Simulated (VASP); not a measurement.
# C (Fd-3m) in VASP: notebook

The runs below take C through single point, with RPBE.

Program: VASP 6.6.1. These are calculated values, not measurements. Logs are shortened: lines on timing, memory, paths and dates and some standing lists are left out, and cuts for length are marked.

**1. The cell of the first run**

Symmetry: Fd-3m, No. 227, cubic system. The conventional cell has a = 3.589 Å, b = 3.589 Å, c = 3.589 Å, α = 90.00°, β = 90.00°, γ = 90.00°. C (site symmetry -43m) has 4 C at 1.55 Å within 2.1 Å.

**2. Single point, RPBE**

File INCAR:

```
  PREC = Accurate
  ENCUT = 520
  EDIFF = 1E-7
  ISMEAR = -1
  SIGMA = 0.1
  LREAL = F
  LASPH = T
  NELM = 60
  ALGO = Normal
  ISIF = 2
  LWAVE = F
  LCHARG = T
  GGA = RP
  LELF = T
  LVHAR = T
  ISYM = 0
  NBANDS = 11
```

File KPOINTS:

```
regular mesh
0
Gamma
  17 17 12
```

File POSCAR:

```
C
1.0
   -1.2687694972      1.2687687498      1.7942827943
    1.2687687498     -1.2687694972      1.7942827943
    1.2687725782      1.2687725782     -1.7942841631
C
2
Direct
    0.9999999494      0.0000000506      0.0000000000
    0.7500000506      0.2499999494      0.5000000000
```

Potentials or basis: VASP PAW PBE potentials, release 64 (C).

Run with:

```bash
$ cat potpaw_PBE.64/C/POTCAR > POTCAR
$ mpirun -np 1 vasp_std > vasp.out
```

OUTCAR:

```text
PREC = Accurate
   ENCUT = 520
   EDIFF = 1E-7
   ISMEAR = -1
   LREAL = F
   LASPH = T
   NELM = 60
   ISIF = 2
   GGA = RP
   ISYM = 0

 ion  position               nearest neighbor table
   1  1.000  0.000  0.000-   2 1.55   2 1.55   2 1.55   2 1.55
   2  0.750  0.250  0.500-   1 1.55   1 1.55   1 1.55   1 1.55

IMPORTANT INFORMATION: All symmetrisations will be switched off!
NOSYMM: (Re-)initialisation of all symmetry stuff for point group C_1.

----------------------------------------------------------------------------------------

                                     Primitive cell

  volume of cell :      11.5536

  direct lattice vectors                    reciprocal lattice vectors
    -1.268769497  1.268768750  1.794282794    -0.000000328  0.394082402  0.278662956
     1.268768750 -1.268769497  1.794282794     0.394082402 -0.000000328  0.278662956
     1.268772578  1.268772578 -1.794284163     0.394081773  0.394081773  0.000000164

  length of vectors
     2.537518655  2.537518655  2.537523077     0.482653066  0.482653066  0.557315788

  position of ions in fractional coordinates (direct lattice)
     0.999999949  0.000000051  0.000000000
     0.750000051  0.249999949  0.500000000

  ion indices of the primitive-cell ions
   primitive index   ion index
                 1           1
                 2           2

----------------------------------------------------------------------------------------

 KPOINTS: regular mesh

Automatic generation of k-mesh.
 Grid dimensions read from file:
 generate k-points for:   17   17   12

 Generating k-lattice:

  Cartesian coordinates                     Fractional coordinates (reciprocal lattice)
    -0.000000019  0.023181318  0.016391939     0.058823529  0.000000000  0.000000000
     0.023181318 -0.000000019  0.016391939     0.000000000  0.058823529  0.000000000
     0.032840148  0.032840148  0.000000014     0.000000000  0.000000000  0.083333333

  Length of vectors
     0.028391357  0.028391357  0.046442982

  Shift w.r.t. Gamma in fractional coordinates (k-lattice)
     0.000000000  0.000000000  0.000000000

 -----------------------------------------------------------------------------
|                                                                             |
|           W    W    AA    RRRRR   N    N  II  N    N   GGGG   !!!           |
|           W    W   A  A   R    R  NN   N  II  NN   N  G    G  !!!           |
|           W    W  A    A  R    R  N N  N  II  N N  N  G       !!!           |
|           W WW W  AAAAAA  RRRRR   N  N N  II  N  N N  G  GGG   !            |
|           WW  WW  A    A  R   R   N   NN  II  N   NN  G    G                |
|           W    W  A    A  R    R  N    N  II  N    N   GGGG   !!!           |
|                                                                             |
|     Your reciprocal lattice and k-lattice belong to different lattice       |
|     classes:                                                                |
|                                                                             |
|        The reciprocal lattice is body-centered tetragonal,                  |
|        whereas your k-lattice is base-centered monoclinic.                  |
|                                                                             |
|     Results are often still useful ...                                      |
|                                                                             |
 -----------------------------------------------------------------------------

 WARNING: IBZKPT: internal override: KBLOWUP is changed to .FALSE.
      ... skipping the blow-up phase ...

 Subroutine IBZKPT returns following result:
 ===========================================

 Found   1735 irreducible k-points:

 Following reciprocal coordinates:
            Coordinates               Weight
  0.000000  0.000000  0.000000      1.000000
  0.058824 -0.000000 -0.000000      2.000000
  0.117647 -0.000000 -0.000000      2.000000
  0.176471 -0.000000  0.000000      2.000000
  0.235294 -0.000000 -0.000000      2.000000
  0.294118 -0.000000  0.000000      2.000000
[... 16 lines left out ...]
 -0.235294  0.058824 -0.000000      2.000000
 -0.176471  0.058824  0.000000      2.000000
 [... further k-points ...]
   k-points           NKPTS =   1735   k-points in BZ     NKDIM =   1735   number of bands    NBANDS=     11
   number of dos      NEDOS =    301   number of ions     NIONS =      2
   total plane-waves  NPLWV =   8000
   dimension x,y,z NGX =    20 NGY =   20 NGZ =   20
   dimension x,y,z NGXF=    40 NGYF=   40 NGZF=   40
   ions per type =               2
   NGX,Y,Z   is equivalent  to a cutoff of  13.10, 13.10, 13.10 a.u.
   NGXF,Y,Z  is equivalent  to a cutoff of  26.21, 26.21, 26.21 a.u.
 SYSTEM =  unknown system
   PREC   = accura    normal or accurate (medium, high low for compatibility)
   ISTART =      0    job   : 0-new  1-cont  2-samecut
   ICHARG =      2    charge: 1-file 2-atom 10-const
   ISPIN  =      1    spin polarized calculation?
   LNONCOLLINEAR =      F non collinear calculations
   LSORBIT =      F    spin-orbit coupling
   LASPH  =      T    aspherical Exc in radial PAW
   ENCUT  =  520.0 eV  38.22 Ry    6.18 a.u.   4.72  4.72  4.72*2*pi/ulx,y,z
   NELM   =     60;   NELMIN=  2; NELMDL= -5     # of ELM steps
   EDIFF  = 0.1E-06   stopping-criterion for ELM
   LREAL  =      F    real-space projection
   EDIFFG = 0.1E-05   stopping-criterion for IOM
   NSW    =      0    number of steps for IOM
   IBRION =     -1    ionic relax: 0-MD 1-quasi-New 2-CG
   NFREE  =      0    steps in history (QN), initial steepest desc. (CG)
   ISIF   =      2    stress and relaxation
   ISYM   =      0    0-nonsym 1-usesym 2-fastsym
   POTIM  = 0.5000    time-step for ionic-motion
   TEBEG  =    0.0;   TEEND  =   0.0 temperature during run
   PSTRESS=    0.0 pullay stress
   NELECT =       8.0000    total number of electrons
   NUPDOWN=      -1.0000    fix difference up-down
   EMIN   =  10.00;   EMAX   =-10.00  energy-range for DOS
   EFERMI =   0.00;   METHOD = LEGACY
   ISMEAR =    -1;   SIGMA  =   0.10  broadening in eV -4-tet -1-fermi 0-gaus
   EFERMI_NEDOS =   21; number of points for ismear=-14 and -15
   IALGO  =     38    algorithm
   IMIX   =      4    mixing-type and parameters
     AMIX     =   0.40;   BMIX     =  1.00
     AMIX_MAG =   1.60;   BMIX_MAG =  1.00
  volume/ion in A,a.u.               =       5.78        38.98
  Fermi-wavevector in a.u.,A,eV,Ry     =   1.448324  2.736936 28.540164  2.097643
  Thomas-Fermi vector in A             =   2.566178
   LORBIT       =      0    0 simple, 1 ext, 2 COOP (PROOUT), +10 PAW based schemes
   GGA     = RP    functional components
   LHFCALC =     F    Hartree Fock is set to
   AEXX    =    0.0000 exact exchange contribution
   IVDW    =     0    specifies the selected vdW correction
   LEPSILON=     F    determine dielectric tensor
   LRPA    =     F    only Hartree local field effects (RPA)
 non-spin polarized calculation
  energy-cutoff  :      520.00
  volume of cell :       11.55
 maximum number of plane-waves:       331
   NGX =  9   NGY =  9   NGZ =  9

 number of electron       8.0000000 magnetization

 Free energy of the ion-electron system (eV)
  ---------------------------------------------------
  ext. energy  EPLUGINS =         0.00000000
  ---------------------------------------------------
  free energy    TOTEN  =       -17.23472380 eV

  energy without entropy =      -17.23472380  energy(sigma->0) =      -17.23472380

 E-fermi :  11.4952     XC(G=0): -13.0726

 val. band max:        9.5872362329   @ k =   0.0000   0.0000   0.0000
 cond. band min:      13.6741947796   @ k =  -0.3529   0.3529   0.0000
 fundamental gap:      4.0869585467
 Fermi energy:        11.4952006716

 k-point     1 :       0.0000    0.0000    0.0000
  band No.  band energies     occupation
      1     -11.7220      2.00000
      2       9.5870      2.00000
      3       9.5870      2.00000
      4       9.5872      2.00000
      5      15.1304      0.00000
      6      15.1306      0.00000
      7      15.1306      0.00000
      8      22.4437      0.00000
      9      28.7704      0.00000
     10      35.8208      0.00000
     11      35.8217      0.00000

 k-point     2 :       0.0588   -0.0000   -0.0000
  band No.  band energies     occupation
      1     -11.6273      2.00000
      2       8.9360      2.00000
      3       9.4210      2.00000
      4       9.4212      2.00000
      5      15.3476      0.00000
      6      15.3478      0.00000
      7      15.5202      0.00000
      8      22.5384      0.00000
      9      28.9375      0.00000
     10      34.4270      0.00000
     11      34.4277      0.00000

 k-point     3 :       0.1176   -0.0000   -0.0000
  band No.  band energies     occupation
      1     -11.3436      2.00000
      2       7.4119      2.00000
      3       9.0062      2.00000
      4       9.0064      2.00000
      5      15.8952      0.00000
      6      15.8953      0.00000
      7      16.2801      0.00000
      8      22.8206      0.00000
      9      29.3641      0.00000
     10      33.0197      0.00000
     11      33.0202      0.00000
[... 267 lines left out ...]
 k-point    23 :      -0.2353    0.0588   -0.0000
  band No.  band energies     occupation
      1     -10.3738      2.00000
      2       4.2385      2.00000
      3       7.5405      2.00000
      4       8.2348      2.00000
      5      16.3108      0.00000
      6      17.6966      0.00000
      7      17.7602      0.00000
      8      23.3453      0.00000
      9      30.1677      0.00000
     10      30.4989      0.00000
     11      33.2732      0.00000

 k-point    24 :      -0.1765    0.0588    0.0000
  band No.  band energies     occupation
      1     -10.9667      2.00000
      2       6.1741      2.00000
      3       8.0451      2.00000
      4       8.7330      2.00000
      5      15.6759      0.00000
      6      17.1137      0.00000
      7      17.1507      0.00000
      8      22.9699      0.00000
      9      29.8298      0.00000
     10      30.7580      0.00000
     11      33.8049      0.00000

 [... further k-points ...]

------------------------ aborting loop because EDIFF is reached ----------------------------------------

  FORCE on cell =-STRESS in cart. coord.  units (eV):
  Direction    XX          YY          ZZ          XY          YZ          ZX
  --------------------------------------------------------------------------------------
  -------------------------------------------------------------------------------------
  Total        0.0345396      0.0345404      0.0356537     -0.0000653      0.0000192      0.0000189
  in kB        4.7897330      4.7898362      4.9442178     -0.0090588      0.0026591      0.0026184
  external PRESSURE =       4.8412623 kB  Pullay stress =       0.0000000 kB

 VOLUME and BASIS-vectors are now :
 -----------------------------------------------------------------------------
  energy-cutoff  :      520.00
  volume of cell :       11.55
      direct lattice vectors                 reciprocal lattice vectors
    -1.268769497  1.268768750  1.794282794    -0.000000328  0.394082402  0.278662956
     1.268768750 -1.268769497  1.794282794     0.394082402 -0.000000328  0.278662956
     1.268772578  1.268772578 -1.794284163     0.394081773  0.394081773  0.000000164

 POSITION                                       TOTAL-FORCE (eV/Angst)
 -----------------------------------------------------------------------------------
     -1.26877      1.26877      1.79428        -0.000005      0.000005     -0.000000
      0.00000      1.26877      0.89714         0.000005     -0.000005      0.000000
 -----------------------------------------------------------------------------------
    total drift:                               -0.000000      0.000000     -0.000000

  FREE ENERGIE OF THE ION-ELECTRON SYSTEM (eV)
  ---------------------------------------------------
  free  energy   TOTEN  =       -17.2347238008 eV

  energy  without entropy=      -17.2347238008  energy(sigma->0) =      -17.23472380
```

Run time: 2.9 min. Hardware: 1 thread of Intel Xeon Platinum 8375C at 2.90GHz (Ice Lake), shared host; peak memory 0.28 GiB.

Results:

- Free energy: -17.2347 eV
- Pressure: 0.5 GPa
- Band gap on the k mesh: 4.09 eV, indirect (least direct gap 5.54 eV)

Levels at points of the mesh, in eV from the valence-band top:
```
           k point  band 2  band 3  band 4  band 5  band 6  band 7
(0.00, 0.00, 0.00)    0.00    0.00    0.00    5.54    5.54    5.54
(0.00, 0.00, 0.50)  -12.71   -6.20   -6.20    4.72    4.72   16.62
```

Caveat: the PAW data sets were made with another functional, which shifts forces and pressure a little.

(Part 1 of 2 ends here.)
